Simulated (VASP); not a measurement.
# Ga (P4/mmm) in VASP: a series of runs

Runs on Ga. Level: PBE. Tasks: single point.

Program: VASP 6.6.1. These are calculated values, not measurements. Logs are shortened: lines on timing, memory, paths and dates and some standing lists are left out, and cuts for length are marked.

## 1. The cell of the first run

The typed cell holds 1 atom: a = 2.661 Å, b = 2.661 Å, c = 2.662 Å, α = 90.00°, β = 90.00°, γ = 90.00°.

## 2. Single point, PBE (volume scaled by 0.94, then relaxed in part)

INCAR

```
PREC = Accurate
ENCUT = 520
EDIFF = 1E-6
ISMEAR = 0
SIGMA = 0.1
LREAL = False
LASPH = True
NELM = 80
ALGO = Fast
ISIF = 2
LWAVE = False
LCHARG = False
GGA = PE
NBANDS = 12
```

KPOINTS

```
Automatic mesh
0
Gamma
  20 20 20
```

POSCAR

```
Ga
1.0
    2.6606873054      0.0000000000      0.0000000000
    0.0000000000      2.6606873054      0.0000000000
    0.0000000000      0.0000000000      2.6617164827
Ga
1
Direct
    0.0000000000      0.0000000000      0.0000000000
```

Potentials or basis: VASP PAW PBE potentials, release 64 (Ga_d).

The run is started by

```console
cat potpaw_PBE.64/Ga_d/POTCAR > POTCAR
mpirun -np 1 vasp_std > vasp.out
```

OUTCAR:

```text
PREC = Accurate
   ENCUT = 520
   EDIFF = 1E-6
   ISMEAR = 0
   LREAL = False
   LASPH = True
   NELM = 80
   ISIF = 2
   GGA = PE

 ion  position               nearest neighbor table
   1  0.000  0.000  0.000-

  LATTYP: Found a simple tetragonal cell.
 ALAT       =     2.6606873054
 C/A-ratio  =     1.0003868088

  Lattice vectors:

 A1 = (   2.6606873054,   0.0000000000,   0.0000000000)
 A2 = (   0.0000000000,   2.6606873054,   0.0000000000)
 A3 = (   0.0000000000,   0.0000000000,   2.6617164827)

Analysis of symmetry for initial positions (statically):
=====================================================================
 Subroutine PRICEL returns:
 Original cell was already a primitive cell.

 Routine SETGRP: Setting up the symmetry group for a
 simple tetragonal supercell.

 Subroutine GETGRP returns: Found 16 space group operations
 (whereof 16 operations were pure point group operations)
 out of a pool of 16 trial point group operations.

The static configuration has the point symmetry D_4h.

Analysis of symmetry for dynamics (positions and initial velocities):
=====================================================================
 Subroutine PRICEL returns:
 Original cell was already a primitive cell.

 Routine SETGRP: Setting up the symmetry group for a
 simple tetragonal supercell.

 Subroutine GETGRP returns: Found 16 space group operations
 (whereof 16 operations were pure point group operations)
 out of a pool of 16 trial point group operations.

The dynamic configuration has the point symmetry D_4h.

 Subroutine INISYM returns: Found 16 space group operations
 (whereof 16 operations are pure point group operations),
 and found     1 'primitive' translations

----------------------------------------------------------------------------------------

                                     Primitive cell

  volume of cell :      18.8430

  direct lattice vectors                    reciprocal lattice vectors
     2.660687305  0.000000000  0.000000000     0.375842737  0.000000000  0.000000000
     0.000000000  2.660687305  0.000000000     0.000000000  0.375842737  0.000000000
     0.000000000  0.000000000  2.661716483     0.000000000  0.000000000  0.375697414

  length of vectors
     2.660687305  2.660687305  2.661716483     0.375842737  0.375842737  0.375697414

  position of ions in fractional coordinates (direct lattice)
[... 77 lines left out ...]
   EDIFF  = 0.1E-05   stopping-criterion for ELM
   LREAL  =      F    real-space projection
   EDIFFG = 0.1E-04   stopping-criterion for IOM
   NSW    =      0    number of steps for IOM
   IBRION =     -1    ionic relax: 0-MD 1-quasi-New 2-CG
   NFREE  =      0    steps in history (QN), initial steepest desc. (CG)
   ISIF   =      2    stress and relaxation
   ISYM   =      2    0-nonsym 1-usesym 2-fastsym
   POTIM  = 0.5000    time-step for ionic-motion
   TEBEG  =    0.0;   TEEND  =   0.0 temperature during run
   PSTRESS=    0.0 pullay stress
   NELECT =      13.0000    total number of electrons
   NUPDOWN=      -1.0000    fix difference up-down
   EMIN   =  10.00;   EMAX   =-10.00  energy-range for DOS
   EFERMI =   0.00;   METHOD = LEGACY
   ISMEAR =     0;   SIGMA  =   0.10  broadening in eV -4-tet -1-fermi 0-gaus
   EFERMI_NEDOS =   21; number of points for ismear=-14 and -15
   IALGO  =     68    algorithm
   IMIX   =      4    mixing-type and parameters
     AMIX     =   0.40;   BMIX     =  1.00
     AMIX_MAG =   1.60;   BMIX_MAG =  1.00
  volume/ion in A,a.u.               =      18.84       127.16
  Fermi-wavevector in a.u.,A,eV,Ry     =   1.446570  2.733621 28.471073  2.092565
  Thomas-Fermi vector in A             =   2.564624
   LORBIT       =      0    0 simple, 1 ext, 2 COOP (PROOUT), +10 PAW based schemes
   GGA     = PE    functional components
   LHFCALC =     F    Hartree Fock is set to
   AEXX    =    0.0000 exact exchange contribution
   IVDW    =     0    specifies the selected vdW correction
   LEPSILON=     F    determine dielectric tensor
   LRPA    =     F    only Hartree local field effects (RPA)
 non-spin polarized calculation
 RMM-DIIS sequential band-by-band and
 Gauss-broadening in eV      SIGMA  =   0.10
  energy-cutoff  :      520.00
  volume of cell :       18.84
 maximum number of plane-waves:       520
 NGX is ok and might be reduce to    20
   NGX =  9   NGY =  9   NGZ =  9

 number of electron      12.9999993 magnetization

 Free energy of the ion-electron system (eV)
  ---------------------------------------------------
  ext. energy  EPLUGINS =         0.00000000
  ---------------------------------------------------
  free energy    TOTEN  =        -2.81391851 eV

  energy without entropy =       -2.81191967  energy(sigma->0) =       -2.81291909

 E-fermi :   5.2766     XC(G=0): -10.9419

 val. band max:        5.2611089058   @ k =   0.4500   0.4000   0.2000
 cond. band min:       5.2778426456   @ k =   0.4000   0.1000   0.4000
 fundamental gap:      0.0167337398
 Fermi energy:         5.2765710507

 k-point     1 :       0.0000    0.0000    0.0000
  band No.  band energies     occupation
      1      -9.9110      2.00000
      2      -9.9104      2.00000
      3      -9.3166      2.00000
      4      -9.3166      2.00000
      5      -9.3163      2.00000
      6      -5.6962      2.00000
      7      14.6655      0.00000
      8      14.6816      0.00000
      9      14.6816      0.00000
     10      17.5803      0.00000
     11      17.5897      0.00000
     12      20.3857      0.00000
[... 331 lines left out ...]
 k-point    24 :       0.2000    0.1000    0.0000
  band No.  band energies     occupation
      1      -9.8678      2.00000
      2      -9.7587      2.00000
      3      -9.3948      2.00000
      4      -9.3722      2.00000
      5      -9.3272      2.00000
      6      -4.6253      2.00000
      7       8.7546      0.00000
      8      12.9479      0.00000
      9      15.7673      0.00000
     10      19.2153      0.00000
     11      22.1284      0.00000
     12      25.6329      0.00000

 [... further k-points ...]
[... 5 lines left out ...]
  --------------------------------------------------------------------------------------
  -------------------------------------------------------------------------------------
  Total        0.4115359      0.4115359      0.4048736      0.0000000      0.0000000      0.0000000
  in kB       34.9920034     34.9920034     34.4255263      0.0000000      0.0000000      0.0000000
  external PRESSURE =      34.8031777 kB  Pullay stress =       0.0000000 kB

 VOLUME and BASIS-vectors are now :
 -----------------------------------------------------------------------------
  energy-cutoff  :      520.00
  volume of cell :       18.84
      direct lattice vectors                 reciprocal lattice vectors
     2.660687305  0.000000000  0.000000000     0.375842737  0.000000000  0.000000000
     0.000000000  2.660687305  0.000000000     0.000000000  0.375842737  0.000000000
     0.000000000  0.000000000  2.661716483     0.000000000  0.000000000  0.375697414

 POSITION                                       TOTAL-FORCE (eV/Angst)
 -----------------------------------------------------------------------------------
      0.00000      0.00000      0.00000         0.000000      0.000000      0.000000
 -----------------------------------------------------------------------------------
    total drift:                                0.000000      0.000000      0.000000

  FREE ENERGIE OF THE ION-ELECTRON SYSTEM (eV)
  ---------------------------------------------------
  free  energy   TOTEN  =        -2.8139185132 eV

  energy  without entropy=       -2.8119196650  energy(sigma->0) =       -2.81291909
```

OSZICAR:

```text
N       E                     dE             d eps       ncg     rms          rms(c)
DAV:   1     0.444592977997E+02    0.44459E+02   -0.67029E+03 18644   0.188E+03
DAV:   2    -0.595545778894E+00   -0.45055E+02   -0.43387E+02 18288   0.265E+02
DAV:   3    -0.281780264620E+01   -0.22223E+01   -0.22174E+01 20296   0.471E+01
DAV:   4    -0.283739738810E+01   -0.19595E-01   -0.19592E-01 19756   0.470E+00
DAV:   5    -0.283761333409E+01   -0.21595E-03   -0.21594E-03 20708   0.464E-01    0.987E-01
RMM:   6    -0.281651061354E+01    0.21103E-01   -0.32003E-02 24186   0.256E+00    0.485E-01
RMM:   7    -0.281412138458E+01    0.23892E-02   -0.89235E-03 26000   0.106E+00    0.144E-01
RMM:   8    -0.281390309586E+01    0.21829E-03   -0.78279E-04 24821   0.315E-01    0.186E-02
RMM:   9    -0.281391821953E+01   -0.15124E-04   -0.10079E-04 25767   0.151E-01    0.684E-03
RMM:  10    -0.281391846696E+01   -0.24743E-06   -0.24920E-05 24787   0.594E-02    0.720E-04
RMM:  11    -0.281391851319E+01   -0.46225E-07   -0.21482E-06 14907   0.173E-02
   1 F= -.28139185E+01 E0= -.28129191E+01  d E =-.199885E-02
```

Wall time 38 s (1 thread of Intel Xeon 6975P-C (Granite Rapids), shared host); peak memory 0.25 GiB.

What came out:

```yaml
Free_energy: -2.8139 eV
Pressure: 3.5 GPa
```

## 3. Single point, PBE (volume scaled by 0.97, then relaxed in part)

INCAR

```
  PREC = Accurate
  ENCUT = 520
  EDIFF = 1E-6
  ISMEAR = 0
  SIGMA = 0.1
  LREAL = False
  LASPH = True
  NELM = 60
  ALGO = Fast
  ISIF = 2
  LWAVE = False
  LCHARG = False
  GGA = PE
  NBANDS = 12
```

KPOINTS

```
regular mesh
0
Gamma
  20 20 20
```

POSCAR

```
Ga
1.0
    2.6886965985      0.0000000000      0.0000000000
    0.0000000000      2.6886965985      0.0000000000
    0.0000000000      0.0000000000      2.6897366100
Ga
1
Direct
    0.0000000000      0.0000000000      0.0000000000
```

Potentials or basis: VASP PAW PBE potentials, release 64 (Ga_d).

The run is started by

```console
cat potpaw_PBE.64/Ga_d/POTCAR > POTCAR
mpirun -np 1 vasp_std > vasp.out
```

Run time: 38 s. Hardware: 1 thread of Intel Xeon 6975P-C (Granite Rapids), shared host; peak memory 0.26 GiB.

The run converged. Its results:

```
Free energy : -2.8236 eV
Pressure    : 1.6 GPa
```

Levels at points of the mesh, in eV from the Fermi level:
```
           k point  band 4  band 5  band 6  band 7  band 8  band 9  band 10  band 11
(0.00, 0.00, 0.00)  -14.60  -14.60  -10.76    9.16    9.17    9.17    12.08    12.09
(0.50, 0.00, 0.00)  -14.75  -14.59   -6.24   -4.24   12.72   12.73    15.90    16.71
(0.50, 0.50, 0.00)  -14.73  -14.46   -1.52   -0.69   -0.69    4.23    16.38    20.79
(0.00, 0.00, 0.50)  -14.75  -14.59   -6.25   -4.24   12.73   12.73    15.90    16.72
(0.50, 0.00, 0.50)  -14.73  -14.46   -1.53   -0.70   -0.70    4.23    16.39    20.80
(0.50, 0.50, 0.50)  -14.45  -14.45    2.70    2.70    2.70    4.14     8.29     8.29
```

## 4. Single point, PBE (volume scaled by 1.03, then relaxed in part)

INCAR

```
PREC = Accurate
ENCUT = 520
EDIFF = 1E-6
ISMEAR = 0
SIGMA = 0.1
LREAL = F
LASPH = T
NELM = 60
ALGO = Fast
ISIF = 2
LWAVE = F
LCHARG = T
GGA = PE
LELF = T
LVHAR = T
NBANDS = 12
```

KPOINTS is that of step 3.

POSCAR

```
Ga
1.0
    2.7430283397      0.0000000000      0.0000000000
    0.0000000000      2.7430283397      0.0000000000
    0.0000000000      0.0000000000      2.7440893672
Ga
1
Direct
    0.0000000000      0.0000000000      0.0000000000
```

Potentials or basis: VASP PAW PBE potentials, release 64 (Ga_d).

The run is started by

```console
cat potpaw_PBE.64/Ga_d/POTCAR > POTCAR
mpirun -np 1 vasp_std > vasp.out
```

OUTCAR:

```text
PREC = Accurate
   ENCUT = 520
   EDIFF = 1E-6
   ISMEAR = 0
   LREAL = F
   LASPH = T
   NELM = 60
   ISIF = 2
   GGA = PE

 ion  position               nearest neighbor table
   1  0.000  0.000  0.000-

  LATTYP: Found a simple tetragonal cell.
 ALAT       =     2.7430283397
 C/A-ratio  =     1.0003868088

  Lattice vectors:

 A1 = (   2.7430283397,   0.0000000000,   0.0000000000)
 A2 = (   0.0000000000,   2.7430283397,   0.0000000000)
 A3 = (   0.0000000000,   0.0000000000,   2.7440893672)

Analysis of symmetry for initial positions (statically):
=====================================================================
 Subroutine PRICEL returns:
 Original cell was already a primitive cell.

 Routine SETGRP: Setting up the symmetry group for a
 simple tetragonal supercell.

 Subroutine GETGRP returns: Found 16 space group operations
 (whereof 16 operations were pure point group operations)
 out of a pool of 16 trial point group operations.

The static configuration has the point symmetry D_4h.

Analysis of symmetry for dynamics (positions and initial velocities):
=====================================================================
 Subroutine PRICEL returns:
 Original cell was already a primitive cell.

 Routine SETGRP: Setting up the symmetry group for a
 simple tetragonal supercell.

 Subroutine GETGRP returns: Found 16 space group operations
 (whereof 16 operations were pure point group operations)
 out of a pool of 16 trial point group operations.

The dynamic configuration has the point symmetry D_4h.

 Subroutine INISYM returns: Found 16 space group operations
 (whereof 16 operations are pure point group operations),
 and found     1 'primitive' translations

----------------------------------------------------------------------------------------

[... 110 lines left out ...]
     AMIX_MAG =   1.60;   BMIX_MAG =  1.00
  volume/ion in A,a.u.               =      20.65       139.33
  Fermi-wavevector in a.u.,A,eV,Ry     =   1.403146  2.651562 26.787422  1.968820
  Thomas-Fermi vector in A             =   2.525837
   LORBIT       =      0    0 simple, 1 ext, 2 COOP (PROOUT), +10 PAW based schemes
   GGA     = PE    functional components
   LHFCALC =     F    Hartree Fock is set to
   AEXX    =    0.0000 exact exchange contribution
   IVDW    =     0    specifies the selected vdW correction
   LEPSILON=     F    determine dielectric tensor
   LRPA    =     F    only Hartree local field effects (RPA)
 non-spin polarized calculation
 RMM-DIIS sequential band-by-band and
 Gauss-broadening in eV      SIGMA  =   0.10
  energy-cutoff  :      520.00
  volume of cell :       20.65
 maximum number of plane-waves:       587
   NGX = 11   NGY = 11   NGZ = 11

 number of electron      13.0000015 magnetization

 Free energy of the ion-electron system (eV)
  ---------------------------------------------------
  ext. energy  EPLUGINS =         0.00000000
  ---------------------------------------------------
  free energy    TOTEN  =        -2.82493204 eV

  energy without entropy =       -2.82208277  energy(sigma->0) =       -2.82350741

 E-fermi :   4.5181     XC(G=0): -10.4935

 val. band max:        4.5140544851   @ k =   0.4000   0.2500   0.5000
 cond. band min:       4.5287984214   @ k =   0.4500   0.2000   0.4000
 fundamental gap:      0.0147439363
 Fermi energy:         4.5180873502

 k-point     1 :       0.0000    0.0000    0.0000
  band No.  band energies     occupation
      1     -10.5606      2.00000
      2     -10.5602      2.00000
      3     -10.0820      2.00000
      4     -10.0820      2.00000
      5     -10.0817      2.00000
      6      -5.8490      2.00000
      7      13.2593      0.00000
      8      13.2743      0.00000
      9      13.2743      0.00000
     10      16.2073      0.00000
     11      16.2159      0.00000
     12      18.5113      0.00000
[... 331 lines left out ...]
 k-point    24 :       0.2000    0.1000    0.0000
  band No.  band energies     occupation
      1     -10.5258      2.00000
      2     -10.4342      2.00000
      3     -10.1439      2.00000
      4     -10.1265      2.00000
      5     -10.0905      2.00000
      6      -4.8545      2.00000
      7       7.7567      0.00000
      8      11.6624      0.00000
      9      14.2623      0.00000
     10      17.6849      0.00000
     11      20.3414      0.00000
     12      23.6397      0.00000

 [... further k-points ...]
[... 5 lines left out ...]
  --------------------------------------------------------------------------------------
  -------------------------------------------------------------------------------------
  Total       -0.1373900     -0.1373900     -0.1407319      0.0000000      0.0000000      0.0000000
  in kB      -10.6612182    -10.6612182    -10.9205437      0.0000000      0.0000000      0.0000000
  external PRESSURE =     -10.7476601 kB  Pullay stress =       0.0000000 kB

 VOLUME and BASIS-vectors are now :
 -----------------------------------------------------------------------------
  energy-cutoff  :      520.00
  volume of cell :       20.65
      direct lattice vectors                 reciprocal lattice vectors
     2.743028340  0.000000000  0.000000000     0.364560579  0.000000000  0.000000000
     0.000000000  2.743028340  0.000000000     0.000000000  0.364560579  0.000000000
     0.000000000  0.000000000  2.744089367     0.000000000  0.000000000  0.364419618

 POSITION                                       TOTAL-FORCE (eV/Angst)
 -----------------------------------------------------------------------------------
      0.00000      0.00000      0.00000         0.000000      0.000000      0.000000
 -----------------------------------------------------------------------------------
    total drift:                                0.000000      0.000000      0.000000

  FREE ENERGIE OF THE ION-ELECTRON SYSTEM (eV)
  ---------------------------------------------------
  free  energy   TOTEN  =        -2.8249320439 eV

  energy  without entropy=       -2.8220827667  energy(sigma->0) =       -2.82350741
```

OSZICAR:

```text
N       E                     dE             d eps       ncg     rms          rms(c)
DAV:   1     0.450271249829E+02    0.45027E+02   -0.67072E+03 18492   0.182E+03
DAV:   2    -0.414499895441E+00   -0.45442E+02   -0.43849E+02 18444   0.265E+02
DAV:   3    -0.282194865579E+01   -0.24074E+01   -0.24024E+01 20248   0.480E+01
DAV:   4    -0.284456731044E+01   -0.22619E-01   -0.22615E-01 19760   0.503E+00
DAV:   5    -0.284482490958E+01   -0.25760E-03   -0.25759E-03 20840   0.508E-01    0.868E-01
RMM:   6    -0.282701938226E+01    0.17806E-01   -0.28133E-02 24218   0.238E+00    0.436E-01
RMM:   7    -0.282505772028E+01    0.19617E-02   -0.79846E-03 25876   0.990E-01    0.130E-01
RMM:   8    -0.282491431746E+01    0.14340E-03   -0.81993E-04 24425   0.315E-01    0.179E-02
RMM:   9    -0.282493211483E+01   -0.17797E-04   -0.10500E-04 25823   0.147E-01    0.607E-03
RMM:  10    -0.282493206829E+01    0.46541E-07   -0.18533E-05 25554   0.520E-02    0.658E-04
RMM:  11    -0.282493204389E+01    0.24398E-07   -0.21357E-06 14867   0.166E-02
   1 F= -.28249320E+01 E0= -.28235074E+01  d E =-.284928E-02
```

stdout:

```text
POSCAR found type information on POSCAR Ga
 POSCAR found :  1 types and       1 ions
 scaLAPACK will be used
 LDA part: xc-table for (Slater+PW92), standard interpolation
 POSCAR, INCAR and KPOINTS ok, starting setup
 FFT: planning ... GRIDC
 FFT: planning ... GRID_SOFT
 FFT: planning ... GRID
 WAVECAR not read
 entering main loop
WARNING in EDDRMM: call to ZHEGV failed, returncode =   8  4     10
WARNING in EDDRMM: call to ZHEGV failed, returncode =   6  3     10
```

Run time: 40 s. Hardware: 1 thread of Intel Xeon 6975P-C (Granite Rapids), shared host; peak memory 0.27 GiB.

What came out:

| Property | Result |
| --- | --- |
| Free energy | -2.8249 eV |
| Pressure | -1.1 GPa |

Levels at points of the mesh, in eV from the Fermi level:
| k point | band 3 | band 4 | band 5 | band 6 | band 7 | band 8 | band 9 | band 10 | band 11 | band 12 |
| --- | --- | --- | --- | --- | --- | --- | --- | --- | --- | --- |
| (0.00, 0.00, 0.00) | -14.60 | -14.60 | -14.60 | -10.37 | 8.74 | 8.76 | 8.76 | 11.69 | 11.70 | 13.99 |
| (0.50, 0.00, 0.00) | -14.73 | -14.73 | -14.59 | -6.16 | -3.96 | 12.04 | 12.06 | 15.30 | 16.16 | 17.10 |
| (0.50, 0.50, 0.00) | -14.71 | -14.71 | -14.47 | -1.77 | -0.62 | -0.62 | 4.22 | 15.39 | 20.14 | 20.14 |
| (0.00, 0.00, 0.50) | -14.73 | -14.73 | -14.59 | -6.16 | -3.96 | 12.05 | 12.05 | 15.30 | 16.16 | 17.10 |
| (0.50, 0.00, 0.50) | -14.71 | -14.71 | -14.47 | -1.77 | -0.63 | -0.62 | 4.22 | 15.40 | 20.15 | 20.16 |
| (0.50, 0.50, 0.50) | -14.91 | -14.47 | -14.46 | 2.56 | 2.56 | 2.57 | 3.41 | 8.10 | 8.11 | 8.11 |

## 5. Overview

| cell | gap on the mesh (eV) | pressure (GPa) |
| --- | --- | --- |
| a = 2.661, b = 2.661, c = 2.662 Å, 1 atom | none | 3.5 |
| a = 2.689, b = 2.689, c = 2.690 Å, 1 atom | none | 1.6 |
| a = 2.743, b = 2.743, c = 2.744 Å, 1 atom | none | -1.1 |

Alike in all rows: task single point; level PBE; potentials or basis VASP PAW PBE potentials, release 64 (Ga_d); no spin polarisation; k mesh 20 × 20 × 20; cutoff (eV) 520; smearing gaussian 0.1 eV.

Absolute energies hang on the potentials; compare differences alone.
